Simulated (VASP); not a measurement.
# CdTe (Fm-3m) in VASP: notebook

CdTe is run at these levels: revPBE+D4, r2SCAN+D4; tasks: single point.

All numbers are computed with VASP 6.6.1; they aren't measurements. Logs are shortened: lines on timing, memory, paths and dates and some standing lists are left out, and cuts for length are marked.

## (1) The cell of the first run

The structure is cubic, space group Fm-3m (No. 225). The conventional cell has a = 6.318 Å, b = 6.318 Å, c = 6.318 Å, α = 90.00°, β = 90.00°, γ = 90.00°. Cd (site symmetry m-3m) has 6 Te at 3.16 Å within 4.2 Å. Within 4.2 Å of Te (site symmetry m-3m) lie 6 Cd at 3.16 Å.

## (2) Single point, revPBE+D4

INCAR reads:

```
SYSTEM = CdTe
PREC = Accurate
ENCUT = 500
EDIFF = 1E-6
ISMEAR = 0
SIGMA = 0.05
LREAL = .False.
LASPH = .True.
NELM = 120
ALGO = Normal
ISIF = 2
LWAVE = .False.
LCHARG = .False.
GGA = RE
IVDW = 13
NBANDS = 16
GGA_COMPAT = .False.
```

KPOINTS reads:

```
regular mesh
0
Gamma
  6 6 6
  0 0 0
```

POSCAR reads:

```
CdTe
1.0
    0.0000000000      3.1587552707      3.1587552707
    3.1587552707      0.0000000000      3.1587552707
    3.1587552707      3.1587552707      0.0000000000
Cd Te
1 1
Direct
    0.5000000000      0.5000000000      0.5000000000
    0.0000000000      0.0000000000      0.0000000000
```

Potentials or basis: VASP PAW PBE potentials, release 64 (Cd, Te).

Launch:

```sh
$ cat potpaw_PBE.64/Cd/POTCAR potpaw_PBE.64/Te/POTCAR > POTCAR
$ mpirun -np 1 vasp_std > vasp.out
```

OUTCAR:

```text
SYSTEM = CdTe
   PREC = Accurate
   ENCUT = 500
   EDIFF = 1E-6
   ISMEAR = 0
   LREAL = .False.
   LASPH = .True.
   NELM = 120
   ISIF = 2
   GGA = RE
   IVDW = 13

 ion  position               nearest neighbor table
   1  0.500  0.500  0.500-   2 3.16   2 3.16   2 3.16   2 3.16   2 3.16   2 3.16
   2  0.000  0.000  0.000-   1 3.16   1 3.16   1 3.16   1 3.16   1 3.16   1 3.16

  LATTYP: Found a face centered cubic cell.
 ALAT       =     6.3175105414

  Lattice vectors:

 A1 = (   0.0000000000,   3.1587552707,   3.1587552707)
 A2 = (   3.1587552707,   0.0000000000,   3.1587552707)
 A3 = (   3.1587552707,   3.1587552707,   0.0000000000)

Analysis of symmetry for initial positions (statically):
=====================================================================
 Subroutine PRICEL returns:
 Original cell was already a primitive cell.

 Routine SETGRP: Setting up the symmetry group for a
 face centered cubic supercell.

 Subroutine GETGRP returns: Found 48 space group operations
 (whereof 48 operations were pure point group operations)
 out of a pool of 48 trial point group operations.

The static configuration has the point symmetry O_h .

Analysis of symmetry for dynamics (positions and initial velocities):
=====================================================================
 Subroutine PRICEL returns:
 Original cell was already a primitive cell.

 Routine SETGRP: Setting up the symmetry group for a
 face centered cubic supercell.

 Subroutine GETGRP returns: Found 48 space group operations
 (whereof 48 operations were pure point group operations)
 out of a pool of 48 trial point group operations.

The dynamic configuration has the point symmetry O_h .

 Subroutine INISYM returns: Found 48 space group operations
 (whereof 48 operations are pure point group operations),
 and found     1 'primitive' translations

----------------------------------------------------------------------------------------

                                     Primitive cell

  volume of cell :      63.0344

  direct lattice vectors                    reciprocal lattice vectors
     0.000000000  3.158755271  3.158755271    -0.158290199  0.158290199  0.158290199
     3.158755271  0.000000000  3.158755271     0.158290199 -0.158290199  0.158290199
     3.158755271  3.158755271  0.000000000     0.158290199  0.158290199 -0.158290199

  length of vectors
     4.467154544  4.467154544  4.467154544     0.274166667  0.274166667  0.274166667

  position of ions in fractional coordinates (direct lattice)
[... 70 lines left out ...]
   EDIFF  = 0.1E-05   stopping-criterion for ELM
   LREAL  =      F    real-space projection
   EDIFFG = 0.1E-04   stopping-criterion for IOM
   NSW    =      0    number of steps for IOM
   IBRION =     -1    ionic relax: 0-MD 1-quasi-New 2-CG
   NFREE  =      0    steps in history (QN), initial steepest desc. (CG)
   ISIF   =      2    stress and relaxation
   ISYM   =      2    0-nonsym 1-usesym 2-fastsym
   POTIM  = 0.5000    time-step for ionic-motion
   TEBEG  =    0.0;   TEEND  =   0.0 temperature during run
   PSTRESS=    0.0 pullay stress
   NELECT =      18.0000    total number of electrons
   NUPDOWN=      -1.0000    fix difference up-down
   EMIN   =  10.00;   EMAX   =-10.00  energy-range for DOS
   EFERMI =   0.00;   METHOD = LEGACY
   ISMEAR =     0;   SIGMA  =   0.05  broadening in eV -4-tet -1-fermi 0-gaus
   EFERMI_NEDOS =   21; number of points for ismear=-14 and -15
   IALGO  =     38    algorithm
   IMIX   =      4    mixing-type and parameters
     AMIX     =   0.40;   BMIX     =  1.00
     AMIX_MAG =   1.60;   BMIX_MAG =  1.00
  volume/ion in A,a.u.               =      31.52       212.69
  Fermi-wavevector in a.u.,A,eV,Ry     =   1.078052  2.037223 15.812637  1.162196
  Thomas-Fermi vector in A             =   2.213980
   LORBIT       =      0    0 simple, 1 ext, 2 COOP (PROOUT), +10 PAW based schemes
   GGA     = RE    functional components
   LHFCALC =     F    Hartree Fock is set to
   AEXX    =    0.0000 exact exchange contribution
   IVDW    =    13    specifies the selected vdW correction
   LEPSILON=     F    determine dielectric tensor
   LRPA    =     F    only Hartree local field effects (RPA)
 non-spin polarized calculation
 Gauss-broadening in eV      SIGMA  =   0.05
  energy-cutoff  :      500.00
  volume of cell :       63.03
 maximum number of plane-waves:      1639
 NGX is ok and might be reduce to    36
   NGX = 17   NGY = 17   NGZ = 17

 number of electron      18.0000005 magnetization

 Free energy of the ion-electron system (eV)
  ---------------------------------------------------
  ext. energy  EPLUGINS =         0.00000000
  ---------------------------------------------------
  free energy    TOTEN  =        -3.78759800 eV

  energy without entropy =       -3.78609281  energy(sigma->0) =       -3.78684540

 E-fermi :   3.1241     XC(G=0):  -9.1407

 val. band max:        3.1093241119   @ k =  -0.1667   0.1667   0.0000
 cond. band min:       3.2042829911   @ k =   0.3333   0.3333   0.0000
 fundamental gap:      0.0949588792
 Fermi energy:         3.1240509425

 k-point     1 :       0.0000    0.0000    0.0000
  band No.  band energies     occupation
      1      -7.9115      2.00000
      2      -5.1400      2.00000
      3      -5.1400      2.00000
      4      -5.1106      2.00000
      5      -5.1106      2.00000
      6      -5.1106      2.00000
[... 281 lines left out ...]
      3      -5.1285      2.00000
      4      -5.0647      2.00000
      5      -5.0249      2.00000
      6      -4.6034      2.00000
[... 8 lines left out ...]
     15      13.7690      0.00000
     16      15.6772      0.00000

------------------------ aborting loop because EDIFF is reached ----------------------------------------

  DFT-D4 for vdW energy calculation

  Edisp (eV):   -1.28340

  FORCE on cell =-STRESS in cart. coord.  units (eV):
  Direction    XX          YY          ZZ          XY          YZ          ZX
  --------------------------------------------------------------------------------------
  -------------------------------------------------------------------------------------
  Total      -2.10426    -2.10426    -2.10426     0.00000     0.00000    -0.00000
  in kB     -53.48489   -53.48489   -53.48489     0.00000     0.00000    -0.00000
  external pressure =      -53.48 kB  Pullay stress =        0.00 kB

 VOLUME and BASIS-vectors are now :
 -----------------------------------------------------------------------------
  energy-cutoff  :      500.00
  volume of cell :       63.03
      direct lattice vectors                 reciprocal lattice vectors
     0.000000000  3.158755271  3.158755271    -0.158290199  0.158290199  0.158290199
     3.158755271  0.000000000  3.158755271     0.158290199 -0.158290199  0.158290199
     3.158755271  3.158755271  0.000000000     0.158290199  0.158290199 -0.158290199

 POSITION                                       TOTAL-FORCE (eV/Angst)
 -----------------------------------------------------------------------------------
      3.15876      3.15876      3.15876         0.000000      0.000000     -0.000000
      0.00000      0.00000      0.00000        -0.000000     -0.000000      0.000000
 -----------------------------------------------------------------------------------
    total drift:                                0.000000      0.000000      0.000000

  FREE ENERGIE OF THE ION-ELECTRON SYSTEM (eV)
  ---------------------------------------------------
  free  energy   TOTEN  =        -5.0709953805 eV

  energy  without entropy=       -5.0694901903  energy(sigma->0) =       -5.07024279
```

OSZICAR:

```text
N       E                     dE             d eps       ncg     rms          rms(c)
DAV:   1     0.915016064823E+02    0.91502E+02   -0.77273E+03   512   0.933E+02
DAV:   2    -0.102987111274E+01   -0.92531E+02   -0.87693E+02   624   0.233E+02
DAV:   3    -0.406848283117E+01   -0.30386E+01   -0.30331E+01   616   0.421E+01
DAV:   4    -0.408229165583E+01   -0.13809E-01   -0.13808E-01   664   0.299E+00
DAV:   5    -0.408245984649E+01   -0.16819E-03   -0.16819E-03   648   0.317E-01    0.447E+00
DAV:   6    -0.380728925725E+01    0.27517E+00   -0.41681E-01   584   0.646E+00    0.386E+00
DAV:   7    -0.378629503727E+01    0.20994E-01   -0.98238E-02   560   0.210E+00    0.157E+00
DAV:   8    -0.378734386076E+01   -0.10488E-02   -0.10735E-02   552   0.113E+00    0.349E-01
DAV:   9    -0.378761230057E+01   -0.26844E-03   -0.15448E-03   640   0.357E-01    0.886E-02
DAV:  10    -0.378758401533E+01    0.28285E-04   -0.12028E-04   568   0.128E-01    0.487E-02
DAV:  11    -0.378759781231E+01   -0.13797E-04   -0.33613E-05   592   0.447E-02    0.342E-02
DAV:  12    -0.378759799520E+01   -0.18289E-06   -0.12721E-06   568   0.846E-03
   1 F= -.50709954E+01 E0= -.50702428E+01  d E =-.150519E-02
```

Run time: 24 s. Hardware: 1 thread of Intel Xeon 6975P-C, shared host; peak memory 0.2 GiB.

Results:

- Free energy: -5.0710 eV
- Pressure: -5.3 GPa
- Band gap on the k mesh: zero (band 9 reaches 3.11 eV, above the bottom of band 10 at 1.88 eV)
- Dispersion energy per atom: -0.642 eV

Levels at points of the mesh, in eV from the Fermi level:
| k point | band 5 | band 6 | band 7 | band 8 | band 9 | band 10 | band 11 | band 12 | band 13 | band 14 |
| --- | --- | --- | --- | --- | --- | --- | --- | --- | --- | --- |
| (0.00, 0.00, 0.00) | -8.23 | -8.23 | -0.41 | -0.41 | -0.41 | -0.11 | 7.01 | 7.01 | 7.01 | 7.38 |
| (0.50, 0.00, 0.00) | -8.18 | -8.18 | -4.66 | -0.11 | -0.11 | 2.76 | 4.02 | 4.02 | 4.16 | 9.75 |
| (0.50, 0.50, 0.00) | -8.15 | -7.63 | -3.54 | -1.78 | -1.78 | -1.25 | 4.41 | 8.53 | 8.53 | 9.06 |

Caveat: the PAW data sets were made with another functional, which shifts forces and pressure a little; spin-orbit coupling is left out, which moves the levels of the heavy elements; pairwise dispersion overbinds metals, which lowers pressure and volume.

## (3) Single point, r2SCAN+D4

This run uses another cell than the first one, of 28.39 Å³/atom, 0.901 times its volume.

POSCAR reads:

```
CdTe
1.0
    0.0000000000      3.0506294199      3.0506294199
    3.0506294199      0.0000000000      3.0506294199
    3.0506294199      3.0506294199      0.0000000000
Cd Te
1 1
Direct
    0.5000000000      0.5000000000      0.5000000000
    0.0000000000      0.0000000000      0.0000000000
```

INCAR.step1 reads:

```
SYSTEM = CdTe
ALGO     = Normal         ! electronic algorithm
EDIFF    = 1E-5           ! SCF threshold, eV
ENCUT    = 550            ! plane-wave cutoff, eV
GGA      = PE             ! functional
GGA_COMPAT= .FALSE.      
ISMEAR   = 0              ! smearing method
LASPH    = .TRUE.         ! aspherical terms in the spheres
LCHARG   = .FALSE.        ! write CHGCAR
LREAL    = .FALSE.        ! projectors in reciprocal space
LWAVE    = .TRUE.         ! write WAVECAR
NBANDS   = 16             ! bands
NELM     = 120            ! most SCF steps
PREC     = Accurate       ! precision mode
SIGMA    = 0.05           ! smearing width, eV
```

INCAR.step2 reads:

```
SYSTEM = CdTe
ALGO     = Normal         ! electronic algorithm
EDIFF    = 1E-6           ! SCF threshold, eV
ENCUT    = 550            ! plane-wave cutoff, eV
GGA_COMPAT= .FALSE.      
ISIF     = 2              ! what is computed and relaxed
ISMEAR   = 0              ! smearing method
ISTART   = 1            
IVDW     = 13             ! dispersion correction
LASPH    = .TRUE.         ! aspherical terms in the spheres
LCHARG   = .FALSE.        ! write CHGCAR
LMIXTAU  = .TRUE.       
LREAL    = .FALSE.        ! projectors in reciprocal space
LWAVE    = .FALSE.        ! write WAVECAR
METAGGA  = R2SCAN         ! meta-GGA
NBANDS   = 16             ! bands
NELM     = 120            ! most SCF steps
PREC     = Accurate       ! precision mode
SIGMA    = 0.05           ! smearing width, eV
VDW_A1   = 0.51559235   
VDW_A2   = 5.77342911   
VDW_S6   = 1.0          
VDW_S8   = 0.6018749
```

KPOINTS reads:

```
k-points
0
G
  6 6 6
  0 0 0
```

Potentials or basis: VASP PAW PBE potentials, release 64 (Cd, Te).

Launch:

```sh
$ cat potpaw_PBE.64/Cd/POTCAR potpaw_PBE.64/Te/POTCAR > POTCAR
$ cp INCAR.step1 INCAR
$ mpirun -np 1 vasp_std > vasp.out
$ cp INCAR.step2 INCAR
$ mpirun -np 1 vasp_std > vasp.out
```

Wall time 86 s (1 thread of Intel Xeon 6975P-C, shared host); peak memory 0.22 GiB.

The run converged. Its results:

```
Free energy                : -46.5896 eV
Pressure                   : -0.9 GPa
Band gap on the k mesh     : zero (band 9 reaches 3.83 eV, above the bottom of band 10 at 2.79 eV)
Dispersion energy per atom : -0.149 eV
```

Levels at points of the mesh, in eV from the Fermi level:
| k point | band 7 | band 8 | band 9 | band 10 | band 11 | band 12 |
| --- | --- | --- | --- | --- | --- | --- |
| (0.00, 0.00, 0.00) | -0.55 | -0.55 | -0.55 | 0.84 | 7.45 | 7.45 |
| (0.50, 0.00, 0.00) | -5.32 | -0.13 | -0.13 | 3.15 | 4.31 | 4.31 |
| (0.50, 0.50, 0.00) | -4.27 | -2.20 | -2.20 | -1.07 | 4.52 | 9.85 |

Caveat: the PAW data sets were made with another functional, which shifts forces and pressure a little; spin-orbit coupling is left out, which moves the levels of the heavy elements; pairwise dispersion overbinds metals, which lowers pressure and volume.

## (4) Single point, r2SCAN+D4

POSCAR reads:

```
CdTe
1.0
    0.0000000000      3.1596716324      3.1596716324
    3.1596716324      0.0000000000      3.1596716324
    3.1596716324      3.1596716324      0.0000000000
Cd Te
1 1
Direct
    0.5000000000      0.5000000000      0.5000000000
    0.0000000000      0.0000000000      0.0000000000
```

INCAR.step1 reads:

```
ALGO     = Normal         # electronic algorithm
EDIFF    = 1E-5           # SCF threshold, eV
ENCUT    = 550            # plane-wave cutoff, eV
GGA      = PE             # functional
GGA_COMPAT= False        
ISMEAR   = 0              # smearing method
LASPH    = True           # aspherical terms in the spheres
LCHARG   = False          # write CHGCAR
LREAL    = False          # projectors in reciprocal space
LWAVE    = True           # write WAVECAR
NBANDS   = 16             # bands
NELM     = 120            # most SCF steps
PREC     = Accurate       # precision mode
SIGMA    = 0.05           # smearing width, eV
```

INCAR.step2 reads:

```
ALGO     = Normal         # electronic algorithm
EDIFF    = 1E-6           # SCF threshold, eV
ENCUT    = 550            # plane-wave cutoff, eV
GGA_COMPAT= False        
ISIF     = 2              # what is computed and relaxed
ISMEAR   = 0              # smearing method
ISTART   = 1            
IVDW     = 13             # dispersion correction
LASPH    = True           # aspherical terms in the spheres
LCHARG   = False          # write CHGCAR
LMIXTAU  = True         
LREAL    = False          # projectors in reciprocal space
LWAVE    = False          # write WAVECAR
METAGGA  = R2SCAN         # meta-GGA
NBANDS   = 16             # bands
NELM     = 120            # most SCF steps
PREC     = Accurate       # precision mode
SIGMA    = 0.05           # smearing width, eV
VDW_A1   = 0.51559235   
VDW_A2   = 5.77342911   
VDW_S6   = 1.0          
VDW_S8   = 0.6018749
```

KPOINTS reads:

```
k-points
0
Gamma
  6 6 6
```

Launch:

```sh
$ cat potpaw_PBE.64/Cd/POTCAR potpaw_PBE.64/Te/POTCAR > POTCAR
$ cp INCAR.step1 INCAR
$ mpirun -np 1 vasp_std > vasp.out
$ cp INCAR.step2 INCAR
$ mpirun -np 1 vasp_std > vasp.out
```

It took 84 s on 1 thread of Intel Xeon 6975P-C, shared host; peak memory 0.23 GiB.

It converged, with:

| Quantity | Value |
| --- | --- |
| Free energy | -46.4624 eV |
| Pressure | -5.1 GPa |
| Band gap on the k mesh | zero (band 9 reaches 2.80 eV, above the bottom of band 10 at 1.84 eV) |
| Dispersion energy per atom | -0.135 eV |

Levels at points of the mesh, in eV from the Fermi level:
| k point | band 7 | band 8 | band 9 | band 10 | band 11 | band 12 |
| --- | --- | --- | --- | --- | --- | --- |
| (0.00, 0.00, 0.00) | -0.43 | -0.43 | -0.43 | 0.35 | 7.44 | 7.44 |
| (0.50, 0.00, 0.00) | -4.73 | -0.12 | -0.12 | 3.18 | 4.39 | 4.39 |
| (0.50, 0.50, 0.00) | -3.63 | -1.82 | -1.82 | -0.99 | 4.72 | 9.20 |

Caveat: the PAW data sets were made with another functional, which shifts forces and pressure a little; spin-orbit coupling is left out, which moves the levels of the heavy elements; pairwise dispersion overbinds metals, which lowers pressure and volume.

## (5) The runs side by side

```csv
level,cell,cutoff (eV),gap on the mesh (eV),pressure (GPa)
revPBE+D4,"a = 4.467 Å, angles 60.0°, 2 atoms",500,none,-5.3
r2SCAN+D4,"a = 4.314 Å, angles 60.0°, 2 atoms",550,none,-0.9
r2SCAN+D4,"a = 4.468 Å, angles 60.0°, 2 atoms",550,none,-5.1
```

Alike in all rows: task single point; potentials or basis VASP PAW PBE potentials, release 64 (Cd, Te); no spin polarisation; k mesh 6 × 6 × 6; smearing gaussian 0.05 eV.

Caveats: the PAW data sets were made with another functional, which shifts forces and pressure a little; spin-orbit coupling is left out, which moves the levels of the heavy elements; pairwise dispersion overbinds metals, which lowers pressure and volume.

Absolute energies hang on the potentials; compare differences alone.
